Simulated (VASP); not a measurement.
# RbCl (Fm-3m) in VASP: further runs, part 2 of 3

VASP 6.6.1. Earlier steps stand in the parts before.

**3. Single point, r2SCAN (volume changed by -3%)**

Contents of POSCAR:

```
RbCl
1.0
    0.0000000000      3.2724184933      3.2724184933
    3.2724184933      0.0000000000      3.2724184933
    3.2724184933      3.2724184933      0.0000000000
Rb Cl
1 1
Direct
    0.0000000000      0.0000000000      0.0000000000
    0.5000000000      0.5000000000      0.5000000000
```

Contents of INCAR.step1:

```
SYSTEM = RbCl
ALGO = Normal
EDIFF = 1E-5
ENCUT = 550
GGA = PE
GGA_COMPAT = .FALSE.
ISMEAR = 0
LASPH = .TRUE.
LCHARG = .FALSE.
LREAL = .FALSE.
LWAVE = .TRUE.
NBANDS = 15
NELM = 120
PREC = Accurate
SIGMA = 0.01
```

Contents of INCAR.step2:

```
SYSTEM = RbCl
ALGO = Normal
EDIFF = 1E-6
ENCUT = 550
GGA_COMPAT = .FALSE.
ISIF = 2
ISMEAR = 0
ISTART = 1
LASPH = .TRUE.
LCHARG = .FALSE.
LMIXTAU = .TRUE.
LREAL = .FALSE.
LWAVE = .FALSE.
METAGGA = R2SCAN
NBANDS = 15
NELM = 120
PREC = Accurate
SIGMA = 0.01
```

Contents of KPOINTS:

```
k-points
0
G
  6 6 6
  0 0 0
```

Potentials or basis: VASP PAW PBE potentials, release 64 (Rb_sv, Cl).

On the command line:

```console
$ cat potpaw_PBE.64/Rb_sv/POTCAR potpaw_PBE.64/Cl/POTCAR > POTCAR
$ cp INCAR.step1 INCAR
$ mpirun -np 1 vasp_std > vasp.out
$ cp INCAR.step2 INCAR
$ mpirun -np 1 vasp_std > vasp.out
```

It took 2.5 min on 1 thread of AMD EPYC 7R43 (Zen 3), shared host; peak memory 0.18 GiB.

The run converged. Its results:

```
Free energy            : -24.3812 eV
Pressure               : 0.6 GPa
Band gap on the k mesh : 5.66 eV, direct
```

Levels at points of the mesh, in eV from the valence-band top:
| k point | band 5 | band 6 | band 7 | band 8 | band 9 | band 10 | band 11 | band 12 |
| --- | --- | --- | --- | --- | --- | --- | --- | --- |
| (0.00, 0.00, 0.00) | -8.10 | 0.00 | 0.00 | 0.00 | 5.66 | 8.62 | 8.62 | 8.62 |
| (0.50, 0.00, 0.00) | -8.07 | -0.87 | -0.35 | -0.35 | 8.28 | 8.60 | 10.97 | 10.97 |
| (0.50, 0.50, 0.00) | -8.21 | -0.32 | -0.10 | -0.10 | 6.65 | 8.99 | 10.31 | 10.99 |

Caveat: the cell differs from its parent crystal (volume changed by -3%); the PAW data sets were made with another functional, which shifts forces and pressure a little.

**4. Single point, r2SCAN**

This run uses another cell than the first one, of 36.13 Å³/atom, 1.064 times its volume.

Contents of POSCAR:

```
RbCl
1.0
    0.0000000000      3.3058128251      3.3058128251
    3.3058128251      0.0000000000      3.3058128251
    3.3058128251      3.3058128251      0.0000000000
Rb Cl
1 1
Direct
    0.0000000000      0.0000000000      0.0000000000
    0.5000000000      0.5000000000      0.5000000000
```

Contents of INCAR.step1:

```
PREC = Accurate
ENCUT = 550
ISMEAR = 0
SIGMA = 0.01
LREAL = F
LASPH = T
NELM = 120
NBANDS = 15
GGA = PE
ALGO = Normal
EDIFF = 1E-5
LWAVE = T
LCHARG = F
GGA_COMPAT = F
```

Contents of INCAR.step2:

```
PREC = Accurate
ENCUT = 550
EDIFF = 1E-6
ISMEAR = 0
SIGMA = 0.01
LREAL = F
LASPH = T
NELM = 120
ALGO = Normal
ISIF = 2
LWAVE = F
LCHARG = F
METAGGA = R2SCAN
LMIXTAU = T
NBANDS = 15
ISTART = 1
GGA_COMPAT = F
```

Contents of KPOINTS:

```
regular mesh
0
Gamma
  6 6 6
```

Potentials or basis: VASP PAW PBE potentials, release 64 (Rb_sv, Cl).

On the command line:

```console
$ cat potpaw_PBE.64/Rb_sv/POTCAR potpaw_PBE.64/Cl/POTCAR > POTCAR
$ cp INCAR.step1 INCAR
$ mpirun -np 1 vasp_std > vasp.out
$ cp INCAR.step2 INCAR
$ mpirun -np 1 vasp_std > vasp.out
```

OUTCAR:

```text
PREC = Accurate
   ENCUT = 550
   EDIFF = 1E-6
   ISMEAR = 0
   LREAL = F
   LASPH = T
   NELM = 120
   ISIF = 2
   METAGGA = R2SCAN
   ISTART = 1

 ion  position               nearest neighbor table
   1  0.000  0.000  0.000-   2 3.31   2 3.31   2 3.31   2 3.31   2 3.31   2 3.31
   2  0.500  0.500  0.500-   1 3.31   1 3.31   1 3.31   1 3.31   1 3.31   1 3.31

  LATTYP: Found a face centered cubic cell.
 ALAT       =     6.6116256502

  Lattice vectors:

 A1 = (   0.0000000000,   3.3058128251,   3.3058128251)
 A2 = (   3.3058128251,   0.0000000000,   3.3058128251)
 A3 = (   3.3058128251,   3.3058128251,   0.0000000000)

Analysis of symmetry for initial positions (statically):
=====================================================================
 Subroutine PRICEL returns:
 Original cell was already a primitive cell.

 Routine SETGRP: Setting up the symmetry group for a
 face centered cubic supercell.

 Subroutine GETGRP returns: Found 48 space group operations
 (whereof 48 operations were pure point group operations)
 out of a pool of 48 trial point group operations.

The static configuration has the point symmetry O_h .

Analysis of symmetry for dynamics (positions and initial velocities):
=====================================================================
 Subroutine PRICEL returns:
 Original cell was already a primitive cell.

 Routine SETGRP: Setting up the symmetry group for a
 face centered cubic supercell.

 Subroutine GETGRP returns: Found 48 space group operations
 (whereof 48 operations were pure point group operations)
 out of a pool of 48 trial point group operations.

The dynamic configuration has the point symmetry O_h .

 Subroutine INISYM returns: Found 48 space group operations
 (whereof 48 operations are pure point group operations),
 and found     1 'primitive' translations

----------------------------------------------------------------------------------------

                                     Primitive cell

  volume of cell :      72.2545

  direct lattice vectors                    reciprocal lattice vectors
     0.000000000  3.305812825  3.305812825    -0.151248733  0.151248733  0.151248733
     3.305812825  0.000000000  3.305812825     0.151248733 -0.151248733  0.151248733
     3.305812825  3.305812825  0.000000000     0.151248733  0.151248733 -0.151248733

  length of vectors
     4.675125332  4.675125332  4.675125332     0.261970489  0.261970489  0.261970489

  position of ions in fractional coordinates (direct lattice)
     0.000000000  0.000000000  0.000000000
     0.500000000  0.500000000  0.500000000

  ion indices of the primitive-cell ions
   primitive index   ion index
                 1           1
                 2           2

----------------------------------------------------------------------------------------

 KPOINTS: regular mesh

Automatic generation of k-mesh.
 Grid dimensions read from file:
 generate k-points for:    6    6    6

 Generating k-lattice:

  Cartesian coordinates                     Fractional coordinates (reciprocal lattice)
[... 31 lines left out ...]
 -0.333333  0.333333  0.166667     24.000000
 -0.333333  0.500000  0.166667     12.000000
   k-points           NKPTS =     16   k-points in BZ     NKDIM =     16   number of bands    NBANDS=     15
   number of dos      NEDOS =    301   number of ions     NIONS =      2
   total plane-waves  NPLWV =  46656
   dimension x,y,z NGX =    36 NGY =   36 NGZ =   36
   dimension x,y,z NGXF=    72 NGYF=   72 NGZF=   72
   ions per type =               1   1
   NGX,Y,Z   is equivalent  to a cutoff of  12.80, 12.80, 12.80 a.u.
   NGXF,Y,Z  is equivalent  to a cutoff of  25.60, 25.60, 25.60 a.u.
 SYSTEM =  unknown system
   PREC   = accura    normal or accurate (medium, high low for compatibility)
   ISTART =      1    job   : 0-new  1-cont  2-samecut
   ICHARG =      0    charge: 1-file 2-atom 10-const
   ISPIN  =      1    spin polarized calculation?
   LNONCOLLINEAR =      F non collinear calculations
   LSORBIT =      F    spin-orbit coupling
   LASPH  =      T    aspherical Exc in radial PAW
   ENCUT  =  550.0 eV  40.42 Ry    6.36 a.u.   8.94  8.94  8.94*2*pi/ulx,y,z
   NELM   =    120;   NELMIN=  2; NELMDL=  0     # of ELM steps
   EDIFF  = 0.1E-05   stopping-criterion for ELM
   LREAL  =      F    real-space projection
   EDIFFG = 0.1E-04   stopping-criterion for IOM
   NSW    =      0    number of steps for IOM
   IBRION =     -1    ionic relax: 0-MD 1-quasi-New 2-CG
   NFREE  =      0    steps in history (QN), initial steepest desc. (CG)
   ISIF   =      2    stress and relaxation
   ISYM   =      2    0-nonsym 1-usesym 2-fastsym
   POTIM  = 0.5000    time-step for ionic-motion
   TEBEG  =    0.0;   TEEND  =   0.0 temperature during run
   PSTRESS=    0.0 pullay stress
   NELECT =      16.0000    total number of electrons
   NUPDOWN=      -1.0000    fix difference up-down
   EMIN   =  10.00;   EMAX   =-10.00  energy-range for DOS
   EFERMI =   0.00;   METHOD = LEGACY
   ISMEAR =     0;   SIGMA  =   0.01  broadening in eV -4-tet -1-fermi 0-gaus
   EFERMI_NEDOS =   21; number of points for ismear=-14 and -15
   IALGO  =     38    algorithm
   IMIX   =      4    mixing-type and parameters
     AMIX     =   0.40;   BMIX     =  1.00
     AMIX_MAG =   1.60;   BMIX_MAG =  1.00
  volume/ion in A,a.u.               =      36.13       243.80
  Fermi-wavevector in a.u.,A,eV,Ry     =   0.990436  1.871653 13.346827  0.980964
  Thomas-Fermi vector in A             =   2.122107
   LORBIT       =      0    0 simple, 1 ext, 2 COOP (PROOUT), +10 PAW based schemes
   METAGGA = R2SCAN    functional components
   LHFCALC =     F    Hartree Fock is set to
   AEXX    =    0.0000 exact exchange contribution
   IVDW    =     0    specifies the selected vdW correction
   LEPSILON=     F    determine dielectric tensor
   LRPA    =     F    only Hartree local field effects (RPA)
 non-spin polarized calculation
 Gauss-broadening in eV      SIGMA  =   0.01
  energy-cutoff  :      550.00
  volume of cell :       72.25
 maximum number of plane-waves:      2138
   NGX = 17   NGY = 17   NGZ = 17

 number of electron      16.0000002 magnetization

 Free energy of the ion-electron system (eV)
  ---------------------------------------------------
  ext. energy  EPLUGINS =         0.00000000
  ---------------------------------------------------
  free energy    TOTEN  =       -24.38564207 eV

  energy without entropy =      -24.38564207  energy(sigma->0) =      -24.38564207

 E-fermi :  -2.3021     XC(G=0):  -7.7184

 val. band max:       -2.3474184167   @ k =   0.0000   0.0000   0.0000
 cond. band min:       3.2092951542   @ k =   0.0000   0.0000   0.0000
 fundamental gap:      5.5567135708
 Fermi energy:        -2.3020734715

 k-point     1 :       0.0000    0.0000    0.0000
  band No.  band energies     occupation
      1     -27.0186      2.00000
      2     -14.8814      2.00000
      3     -10.5215      2.00000
      4     -10.5215      2.00000
      5     -10.5215      2.00000
      6      -2.3474      2.00000
      7      -2.3474      2.00000
      8      -2.3474      2.00000
      9       3.2093      0.00000
     10       6.2588      0.00000
     11       6.2588      0.00000
     12       6.2588      0.00000
     13       7.4215      0.00000
     14       7.4215      0.00000
[... 257 lines left out ...]
      2     -14.8579      2.00000
      3     -10.7279      2.00000
      4     -10.6540      2.00000
      5     -10.5368      2.00000
      6      -2.6900      2.00000
      7      -2.6366      2.00000
      8      -2.5271      2.00000
      9       5.0271      0.00000
     10       6.6796      0.00000
     11       7.2510      0.00000
     12       8.3488      0.00000
     13       9.3554      0.00000
     14      10.1485      0.00000
     15      10.6078      0.00000

------------------------ aborting loop because EDIFF is reached ----------------------------------------

  FORCE on cell =-STRESS in cart. coord.  units (eV):
  Direction    XX          YY          ZZ          XY          YZ          ZX
  --------------------------------------------------------------------------------------
  -------------------------------------------------------------------------------------
  Total        0.0145177      0.0145177      0.0145177     -0.0000000      0.0000000     -0.0000000
  in kB        0.3219175      0.3219175      0.3219175     -0.0000000      0.0000000     -0.0000000
  external PRESSURE =       0.3219175 kB  Pullay stress =       0.0000000 kB

 VOLUME and BASIS-vectors are now :
 -----------------------------------------------------------------------------
  energy-cutoff  :      550.00
  volume of cell :       72.25
      direct lattice vectors                 reciprocal lattice vectors
     0.000000000  3.305812825  3.305812825    -0.151248733  0.151248733  0.151248733
     3.305812825  0.000000000  3.305812825     0.151248733 -0.151248733  0.151248733
     3.305812825  3.305812825  0.000000000     0.151248733  0.151248733 -0.151248733

 POSITION                                       TOTAL-FORCE (eV/Angst)
 -----------------------------------------------------------------------------------
      0.00000      0.00000      0.00000        -0.000000      0.000000     -0.000000
      3.30581      3.30581      3.30581         0.000000     -0.000000      0.000000
 -----------------------------------------------------------------------------------
    total drift:                                0.000000      0.000000      0.000000

  FREE ENERGIE OF THE ION-ELECTRON SYSTEM (eV)
  ---------------------------------------------------
  free  energy   TOTEN  =       -24.3856420722 eV

  energy  without entropy=      -24.3856420722  energy(sigma->0) =      -24.38564207
```

Wall time 3.2 min (1 thread of AMD EPYC 7R43 (Zen 3), shared host); peak memory 0.18 GiB.

Results:

```yaml
Free_energy: -24.3856 eV
Pressure: 0.0 GPa
Band_gap_on_the_k_mesh: 5.56 eV, direct
```

Caveat: the PAW data sets were made with another functional, which shifts forces and pressure a little. r2SCAN opens gaps a little over a GGA but as a rule still falls short of measured ones.

(Continued in part 3 of 3.)
